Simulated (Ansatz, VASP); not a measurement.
**Two plane-wave programs on BaTa3O2**

```
CELL_PARAMETERS angstrom
5.54826 0.00000 0.00000
-2.77413 4.80493 0.00000
0.00000 0.00000 3.69191
ATOMIC_POSITIONS crystal
Ba 0.00000 0.00000 0.00000
Ta 0.50000 0.00000 0.50000
Ta 0.50000 0.50000 0.50000
Ta 0.00000 0.50000 0.50000
O 0.33333 0.66667 0.00000
O 0.66667 0.33333 0.00000
```

Change from the starting cell: species swapped into the DySi2Rh3 type (P6/mmm, No. 191).

Alike in both runs: functional PBE; k mesh 12 × 12 × 10; occupations gaussian, width 0.1 eV; no spin polarisation.

Ansatz relaxed the structure, and its values are those at the end. VASP's run is a single point on that final structure, the one shown.

|  | VASP | Ansatz |
| --- | --- | --- |
| version | VASP 6.6.1 | Ansatz 0.2.0 |
| potentials or method | VASP PAW PBE potentials, release 64 (Ba_sv, Ta_pv, O), cutoff 520 eV | scalar-relativistic, plane waves, PAW |
| valence electrons in the cell | 55 | 61 |

|  | VASP | Ansatz | Ansatz less VASP |
| --- | --- | --- | --- |
| gap on the k mesh at the Fermi level (eV) | none | none | - |
| pressure (GPa) | 1.0 | 0.0 | -1.04 |

A gap of «none» marks a metal or a gap that the smearing closes. VASP's potentials hold 55 valence electrons a cell and Ansatz's 61, so a difference there can come from the potentials and not from the codes.

Neither program's run includes spin-orbit coupling.
